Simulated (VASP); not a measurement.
# Dy (P6_3/mmc) in VASP: further runs

Runs on Dy. Level: r2SCAN+U. Tasks: single point.

Everything below comes from runs of VASP 6.6.1. Logs are shortened: lines on timing, memory, paths and dates and some standing lists are left out, and cuts for length are marked.

### 1 The cell of the first run

Symmetry: P6_3/mmc, No. 194, hexagonal system. The conventional cell has a = 3.590 Å, b = 3.590 Å, c = 5.647 Å, α = 90.00°, β = 90.00°, γ = 120.00°. Dy (site symmetry -6m2) has 12 Dy at 3.50 to 3.59 Å within 4.6 Å.

### 2 Single point, r2SCAN+U, collinear spin, ferromagnetic start

The input, POSCAR:

```
Dy
1.0
    3.5902995600      0.0000000000      0.0000000000
   -1.7951497800      3.1092906300      0.0000000000
    0.0000000000      0.0000000000      5.6475000000
Dy
2
Direct
    0.3333333300      0.6666666700      0.2500000000
    0.6666666700      0.3333333300      0.7500000000
```

The input, INCAR.step1:

```
SYSTEM = Dy
PREC     = Accurate       ! precision mode
ENCUT    = 520            ! plane-wave cutoff, eV
ISMEAR   = -1             ! smearing method
SIGMA    = 0.1            ! smearing width, eV
LREAL    = .False.        ! projectors in reciprocal space
LASPH    = .True.         ! aspherical terms in the spheres
NELM     = 150            ! most SCF steps
ISPIN    = 2              ! spin polarisation
MAGMOM   = 5 5            ! initial moments
LMAXMIX  = 6              ! l up to which the mixer works
LDAU     = .True.         ! DFT+U
LDAUTYPE = 2            
LDAUL    = 3              ! shell
LDAUU    = 2              ! U, eV
LDAUJ    = 0            
NBANDS   = 31             ! bands
GGA      = PE             ! functional
ALGO     = Normal         ! electronic algorithm
EDIFF    = 1E-4           ! SCF threshold, eV
LWAVE    = .True.         ! write WAVECAR
LCHARG   = .False.        ! write CHGCAR
```

The input, INCAR.step2:

```
SYSTEM = Dy
PREC     = Accurate       ! precision mode
ENCUT    = 520            ! plane-wave cutoff, eV
EDIFF    = 1E-6           ! SCF threshold, eV
ISMEAR   = -1             ! smearing method
SIGMA    = 0.1            ! smearing width, eV
LREAL    = .False.        ! projectors in reciprocal space
LASPH    = .True.         ! aspherical terms in the spheres
NELM     = 150            ! most SCF steps
ALGO     = Normal         ! electronic algorithm
ISIF     = 2              ! what is computed and relaxed
LWAVE    = .False.        ! write WAVECAR
LCHARG   = .False.        ! write CHGCAR
ISPIN    = 2              ! spin polarisation
MAGMOM   = 5 5            ! initial moments
LORBIT   = 11             ! projections on sites
LMAXMIX  = 6              ! l up to which the mixer works
LDAU     = .True.         ! DFT+U
LDAUTYPE = 2            
LDAUL    = 3              ! shell
LDAUU    = 2              ! U, eV
LDAUJ    = 0            
LDAUPRINT= 1            
METAGGA  = R2SCAN         ! meta-GGA
LMIXTAU  = .True.       
NBANDS   = 31             ! bands
ISTART   = 1
```

The input, KPOINTS:

```
Automatic mesh
0
Gamma
  8 8 5
  0 0 0
```

Potentials or basis: VASP PAW PBE potentials, release 64 (Dy).

The run is started by

```
$ cat potpaw_PBE.64/Dy/POTCAR > POTCAR
$ cp INCAR.step1 INCAR
$ mpirun -np 1 vasp_std > vasp.out
$ cp INCAR.step2 INCAR
$ mpirun -np 1 vasp_std > vasp.out
```

OUTCAR:

```text
SYSTEM = Dy
   PREC = Accurate
   ENCUT = 520
   EDIFF = 1E-6
   ISMEAR = -1
   LREAL = .False.
   LASPH = .True.
   NELM = 150
   ISIF = 2
   ISPIN = 2
   LORBIT = 11
   METAGGA = R2SCAN
   ISTART = 1

 ion  position               nearest neighbor table
   1  0.333  0.667  0.250-   2 3.50   2 3.50   2 3.50   2 3.50   2 3.50   2 3.50
   2  0.667  0.333  0.750-   1 3.50   1 3.50   1 3.50   1 3.50   1 3.50   1 3.50

  LATTYP: Found a hexagonal cell.
 ALAT       =     3.5902995600
 C/A-ratio  =     1.5729885224

  Lattice vectors:

 A1 = (   3.5902995600,   0.0000000000,   0.0000000000)
 A2 = (  -1.7951497800,   3.1092906300,   0.0000000000)
 A3 = (   0.0000000000,   0.0000000000,   5.6475000000)

Analysis of symmetry for initial positions (statically):
=====================================================================
 Subroutine PRICEL returns:
 Original cell was already a primitive cell.

 Routine SETGRP: Setting up the symmetry group for a
 hexagonal supercell.

 Subroutine GETGRP returns: Found 24 space group operations
 (whereof 12 operations were pure point group operations)
 out of a pool of 24 trial point group operations.

The static configuration has the point symmetry D_3d.
 The point group associated with its full space group is D_6h.

Analysis of symmetry for dynamics (positions and initial velocities):
=====================================================================
 Subroutine PRICEL returns:
 Original cell was already a primitive cell.

 Routine SETGRP: Setting up the symmetry group for a
 hexagonal supercell.

 Subroutine GETGRP returns: Found 24 space group operations
 (whereof 12 operations were pure point group operations)
 out of a pool of 24 trial point group operations.

The dynamic configuration has the point symmetry D_3d.
 The point group associated with its full space group is D_6h.

Analysis of structural, dynamic, and magnetic symmetry:
=====================================================================
 Subroutine PRICEL returns:
 Original cell was already a primitive cell.

 Routine SETGRP: Setting up the symmetry group for a
 hexagonal supercell.

 Subroutine GETGRP returns: Found 24 space group operations
 (whereof 12 operations were pure point group operations)
 out of a pool of 24 trial point group operations.

The overall configuration has the point symmetry D_3d.
 The point group associated with its full space group is D_6h.

 Subroutine INISYM returns: Found 24 space group operations
 (whereof 12 operations are pure point group operations),
 and found     1 'primitive' translations
[... 174 lines left out ...]
  o =  0.9956  v = -0.0000 -0.0000 -1.0000  0.0000  0.0000 -0.0000 -0.0000  0.0000  0.0000  0.0000  0.0000  0.0000  0.0000  0.0000      0.0000  0.0000  0.0000  0.0000  0.0000  0.0000  0.0000  0.0000  0.0000  0.0000  0.0000  0.0000  0.0000  0.0000
  o =  0.9958  v = -0.0000 -1.0000  0.0000  0.0000  0.0000  0.0042 -0.0000  0.0000  0.0000  0.0000  0.0000  0.0000  0.0000  0.0000      0.0000  0.0000  0.0000  0.0000  0.0000  0.0000  0.0000  0.0000  0.0000  0.0000  0.0000  0.0000  0.0000  0.0000
  o =  0.9958  v =  0.0000  0.0042 -0.0000  0.0000  0.0000  1.0000  0.0000  0.0000  0.0000  0.0000  0.0000  0.0000  0.0000  0.0000      0.0000  0.0000  0.0000  0.0000  0.0000  0.0000  0.0000  0.0000  0.0000  0.0000  0.0000  0.0000  0.0000  0.0000

atom =   2  type =  1  l = 3

 onsite density matrix

spin component  1

  0.9951  0.0000  0.0000  0.0000 -0.0000  0.0000 -0.0000
  0.0000  0.9958 -0.0000 -0.0000  0.0000  0.0000  0.0000
  0.0000 -0.0000  0.9956 -0.0000 -0.0000 -0.0000  0.0000
  0.0000 -0.0000 -0.0000  0.9955 -0.0000  0.0000 -0.0000
 -0.0000  0.0000 -0.0000 -0.0000  0.9956 -0.0000  0.0000
  0.0000  0.0000 -0.0000  0.0000 -0.0000  0.9958  0.0000
 -0.0000  0.0000  0.0000 -0.0000  0.0000  0.0000  0.9950

spin component  2

  0.9879  0.0000  0.0000  0.0000 -0.0000 -0.0000  0.0000
  0.0000  0.0362 -0.0000 -0.0000 -0.0000 -0.0000  0.0000
  0.0000 -0.0000  0.0016  0.0000  0.0000  0.0000  0.0000
  0.0000 -0.0000  0.0000  0.9875 -0.0000  0.0000  0.0000
 -0.0000 -0.0000  0.0000 -0.0000  0.0016  0.0000  0.0000
 -0.0000 -0.0000  0.0000  0.0000  0.0000  0.0362  0.0000
  0.0000  0.0000  0.0000  0.0000  0.0000  0.0000  0.0005

 occupancies and eigenvectors

  o =  0.0005  v =  0.0000  0.0000  0.0000  0.0000  0.0000  0.0000  0.0000  0.0000 -0.0000  0.0000  0.0000  0.0000  0.0000 -1.0000      0.0000  0.0000  0.0000  0.0000  0.0000  0.0000  0.0000  0.0000  0.0000  0.0000  0.0000  0.0000  0.0000  0.0000
  o =  0.0016  v =  0.0000  0.0000  0.0000  0.0000  0.0000  0.0000  0.0000  0.0000 -0.0000 -0.0000  0.0000  1.0000 -0.0000  0.0000      0.0000  0.0000  0.0000  0.0000  0.0000  0.0000  0.0000  0.0000  0.0000  0.0000  0.0000  0.0000  0.0000  0.0000
  o =  0.0016  v =  0.0000  0.0000  0.0000  0.0000  0.0000  0.0000  0.0000 -0.0000 -0.0000  1.0000 -0.0000  0.0000 -0.0000  0.0000      0.0000  0.0000  0.0000  0.0000  0.0000  0.0000  0.0000  0.0000  0.0000  0.0000  0.0000  0.0000  0.0000  0.0000
  o =  0.0362  v =  0.0000  0.0000  0.0000  0.0000  0.0000  0.0000  0.0000 -0.0000  1.0000  0.0000 -0.0000  0.0000  0.0040 -0.0000      0.0000  0.0000  0.0000  0.0000  0.0000  0.0000  0.0000  0.0000  0.0000  0.0000  0.0000  0.0000  0.0000  0.0000
  o =  0.0362  v =  0.0000  0.0000  0.0000  0.0000  0.0000  0.0000  0.0000  0.0000 -0.0040  0.0000 -0.0000  0.0000  1.0000  0.0000      0.0000  0.0000  0.0000  0.0000  0.0000  0.0000  0.0000  0.0000  0.0000  0.0000  0.0000  0.0000  0.0000  0.0000
  o =  0.9875  v =  0.0000  0.0000  0.0000  0.0000  0.0000  0.0000  0.0000  0.0000 -0.0000 -0.0000 -1.0000 -0.0000 -0.0000  0.0000      0.0000  0.0000  0.0000  0.0000  0.0000  0.0000  0.0000  0.0000  0.0000  0.0000  0.0000  0.0000  0.0000  0.0000
  o =  0.9879  v =  0.0000  0.0000  0.0000  0.0000  0.0000  0.0000  0.0000  1.0000  0.0000  0.0000  0.0000 -0.0000 -0.0000  0.0000      0.0000  0.0000  0.0000  0.0000  0.0000  0.0000  0.0000  0.0000  0.0000  0.0000  0.0000  0.0000  0.0000  0.0000
  o =  0.9950  v =  0.0000  0.0000 -0.0000  0.0000 -0.0000 -0.0000  1.0000  0.0000  0.0000  0.0000  0.0000  0.0000  0.0000  0.0000      0.0000  0.0000  0.0000  0.0000  0.0000  0.0000  0.0000  0.0000  0.0000  0.0000  0.0000  0.0000  0.0000  0.0000
  o =  0.9951  v =  1.0000 -0.0000 -0.0000 -0.0000  0.0000 -0.0000 -0.0000  0.0000  0.0000  0.0000  0.0000  0.0000  0.0000  0.0000      0.0000  0.0000  0.0000  0.0000  0.0000  0.0000  0.0000  0.0000  0.0000  0.0000  0.0000  0.0000  0.0000  0.0000
  o =  0.9955  v = -0.0000  0.0000 -0.0000 -1.0000  0.0000  0.0000  0.0000  0.0000  0.0000  0.0000  0.0000  0.0000  0.0000  0.0000      0.0000  0.0000  0.0000  0.0000  0.0000  0.0000  0.0000  0.0000  0.0000  0.0000  0.0000  0.0000  0.0000  0.0000
  o =  0.9956  v =  0.0000 -0.0000 -0.0000 -0.0000 -1.0000 -0.0000 -0.0000  0.0000  0.0000  0.0000  0.0000  0.0000  0.0000  0.0000      0.0000  0.0000  0.0000  0.0000  0.0000  0.0000  0.0000  0.0000  0.0000  0.0000  0.0000  0.0000  0.0000  0.0000
  o =  0.9956  v = -0.0000 -0.0000 -1.0000  0.0000  0.0000 -0.0000  0.0000  0.0000  0.0000  0.0000  0.0000  0.0000  0.0000  0.0000      0.0000  0.0000  0.0000  0.0000  0.0000  0.0000  0.0000  0.0000  0.0000  0.0000  0.0000  0.0000  0.0000  0.0000
  o =  0.9958  v = -0.0000 -0.9999  0.0000  0.0000  0.0000  0.0113  0.0000  0.0000  0.0000  0.0000  0.0000  0.0000  0.0000  0.0000      0.0000  0.0000  0.0000  0.0000  0.0000  0.0000  0.0000  0.0000  0.0000  0.0000  0.0000  0.0000  0.0000  0.0000
  o =  0.9958  v =  0.0000  0.0113 -0.0000  0.0000 -0.0000  0.9999  0.0000  0.0000  0.0000  0.0000  0.0000  0.0000  0.0000  0.0000      0.0000  0.0000  0.0000  0.0000  0.0000  0.0000  0.0000  0.0000  0.0000  0.0000  0.0000  0.0000  0.0000  0.0000

 number of electron      39.9999978 magnetization      11.4190346

 Free energy of the ion-electron system (eV)
  ---------------------------------------------------
  ext. energy  EPLUGINS =         0.00000000
  ---------------------------------------------------
  free energy    TOTEN  =       -75.37356278 eV

  energy without entropy =      -75.28314595  energy(sigma->0) =      -75.32835437

 E-fermi :   2.8766     XC(G=0): -10.8973

 val. band max:        2.8745721821   @ k =   0.3750   0.1250   0.2000
 cond. band min:       2.8788702380   @ k =   0.2500   0.0000   0.4000
 fundamental gap:      0.0042980559
 Fermi energy:         2.8765758608

 spin component 1

 k-point     1 :       0.0000    0.0000    0.0000
  band No.  band energies     occupation
      1     -47.0876      1.00000
      2     -47.0203      1.00000
      3     -22.5979      1.00000
      4     -21.8758      1.00000
      5     -21.7505      1.00000
      6     -21.7504      1.00000
[... 1625 lines left out ...]
     30       7.4219      0.00000
     31       8.9202      0.00000

 [... further k-points ...]

------------------------ aborting loop because EDIFF is reached ----------------------------------------

  FORCE on cell =-STRESS in cart. coord.  units (eV):
  Direction    XX          YY          ZZ          XY          YZ          ZX
  --------------------------------------------------------------------------------------
  -------------------------------------------------------------------------------------
  Total        0.3311806      0.3311806      1.2144684     -0.0000000      0.0000000      0.0000000
  in kB        8.4164174      8.4164174     30.8637394     -0.0000000      0.0000000      0.0000000
  external PRESSURE =      15.8988581 kB  Pullay stress =       0.0000000 kB

 VOLUME and BASIS-vectors are now :
 -----------------------------------------------------------------------------
  energy-cutoff  :      520.00
  volume of cell :       63.04
      direct lattice vectors                 reciprocal lattice vectors
     3.590299560  0.000000000  0.000000000     0.278528291  0.160808383  0.000000000
    -1.795149780  3.109290630  0.000000000     0.000000000  0.321616767  0.000000000
     0.000000000  0.000000000  5.647500000     0.000000000  0.000000000  0.177069500

 POSITION                                       TOTAL-FORCE (eV/Angst)
 -----------------------------------------------------------------------------------
     -0.00000      2.07286      1.41187         0.000000     -0.000000      0.000000
      1.79515      1.03643      4.23562        -0.000000      0.000000      0.000000
 -----------------------------------------------------------------------------------
    total drift:                               -0.000017      0.000010     -0.000000

  FREE ENERGIE OF THE ION-ELECTRON SYSTEM (eV)
  ---------------------------------------------------
  free  energy   TOTEN  =       -75.3735627816 eV

  energy  without entropy=      -75.2831459537  energy(sigma->0) =      -75.32835437

 total charge

# of ion       s       p       d       f       tot
--------------------------------------------------
    1        2.162   5.803   0.615   9.013  17.593
    2        2.162   5.803   0.615   9.013  17.593
--------------------------------------------------
tot          4.324  11.606   1.229  18.026  35.186

 magnetization (x)

# of ion       s       p       d       f       tot
--------------------------------------------------
    1        0.020  -0.034   0.244   4.914   5.144
    2        0.020  -0.034   0.244   4.914   5.144
--------------------------------------------------
tot          0.040  -0.067   0.487   9.828  10.288
```

It took 7.3 min on 1 thread of Intel Xeon 6975P-C (Granite Rapids), shared host; peak memory 0.28 GiB.

What came out:

- Free energy: -75.3736 eV
- Pressure: 1.6 GPa
- Net moment: 11.42 μB per cell
- Site moments: Dy +5.14 μB
- Valence electrons inside the program's atomic spheres: Dy 17.59

Stress tensor (GPa, compression positive):
```
0.84 0.00 0.00
0.00 0.84 0.00
0.00 0.00 3.09
```

Eigenvalues of the final occupation matrices:
```
    site  spin  trace                         eigenvalues
site 1 f     1   6.97  0.99 1.00 1.00 1.00 1.00 1.00 1.00
site 1 f     2   2.05  0.00 0.00 0.00 0.04 0.04 0.99 0.99
site 2 f     1   6.97  0.99 1.00 1.00 1.00 1.00 1.00 1.00
site 2 f     2   2.05  0.00 0.00 0.00 0.04 0.04 0.99 0.99
```

Caveat: the magnetic or orbital state may not be the lowest; the PAW data sets were made with another functional, which shifts forces and pressure a little; spin-orbit coupling is left out, which moves the levels of the heavy elements.

### 3 Single point, r2SCAN+U, collinear spin, ferromagnetic start

POSCAR is that of step 2.

The input, INCAR.step1:

```
  PREC = Accurate
  ENCUT = 520
  ISMEAR = -1
  SIGMA = 0.1
  LREAL = F
  LASPH = T
  NELM = 150
  ISPIN = 2
  MAGMOM = 0.5 0.5
  LMAXMIX = 6
  LDAU = T
  LDAUTYPE = 2
  LDAUL = 3
  LDAUU = 2
  LDAUJ = 0
  NBANDS = 31
  GGA = PE
  ALGO = Normal
  EDIFF = 1E-4
  LWAVE = T
  LCHARG = F
```

The input, INCAR.step2:

```
  PREC = Accurate
  ENCUT = 520
  EDIFF = 1E-7
  ISMEAR = -1
  SIGMA = 0.1
  LREAL = F
  LASPH = T
  NELM = 150
  ALGO = Normal
  ISIF = 2
  LWAVE = F
  LCHARG = T
  ISPIN = 2
  MAGMOM = 0.5 0.5
  LORBIT = 11
  LMAXMIX = 6
  LDAU = T
  LDAUTYPE = 2
  LDAUL = 3
  LDAUU = 2
  LDAUJ = 0
  LDAUPRINT = 1
  METAGGA = R2SCAN
  LMIXTAU = T
  LELF = T
  LVHAR = T
  NBANDS = 31
  ISTART = 1
```

The input, KPOINTS:

```
regular mesh
0
Gamma
  8 8 5
```

Potentials or basis: VASP PAW PBE potentials, release 64 (Dy).

The run is started by

```
$ cat potpaw_PBE.64/Dy/POTCAR > POTCAR
$ cp INCAR.step1 INCAR
$ mpirun -np 1 vasp_std > vasp.out
$ cp INCAR.step2 INCAR
$ mpirun -np 1 vasp_std > vasp.out
```

Wall time 6.6 min (1 thread of Intel Xeon 6975P-C (Granite Rapids), shared host); peak memory 0.27 GiB.

The run converged. Its results:

```
Free energy                                           : -75.3736 eV
Pressure                                              : 1.6 GPa
Net moment                                            : 11.42 μB per cell
Site moments                                          : Dy +5.14 μB
Valence electrons inside the program's atomic spheres : Dy 17.59
```

Stress tensor (GPa, compression positive):
```
0.85 0.00 0.00
0.00 0.85 0.00
0.00 0.00 3.11
```

Levels at points of the mesh, in eV from the Fermi level:
Spin up:
```csv
k point,band 23,band 24,band 25,band 26,band 27,band 28,band 29,band 30
"(0.00, 0.00, 0.00)",-5.49,-2.80,0.59,1.64,1.64,2.03,2.36,2.36
"(0.50, 0.00, 0.00)",-2.67,-1.80,-1.42,-0.55,1.01,1.19,2.20,5.69
```
Spin down:
| k point | band 11 | band 12 | band 13 | band 14 | band 15 | band 16 | band 17 | band 18 |
| --- | --- | --- | --- | --- | --- | --- | --- | --- |
| (0.00, 0.00, 0.00) | -3.05 | -3.03 | -3.01 | -1.37 | 0.38 | 0.38 | 0.44 | 0.44 |
| (0.50, 0.00, 0.00) | -2.92 | -2.91 | -1.11 | -0.97 | -0.72 | 0.42 | 0.44 | 0.48 |

Eigenvalues of the final occupation matrices:
```
    site  spin  trace                         eigenvalues
site 1 f     1   6.97  0.99 1.00 1.00 1.00 1.00 1.00 1.00
site 1 f     2   2.05  0.00 0.00 0.00 0.04 0.04 0.99 0.99
site 2 f     1   6.97  0.99 1.00 1.00 1.00 1.00 1.00 1.00
site 2 f     2   2.05  0.00 0.00 0.00 0.04 0.04 0.99 0.99
```

Caveat: the magnetic or orbital state may not be the lowest; the PAW data sets were made with another functional, which shifts forces and pressure a little; spin-orbit coupling is left out, which moves the levels of the heavy elements.

(Continued in part 2 of 2.)
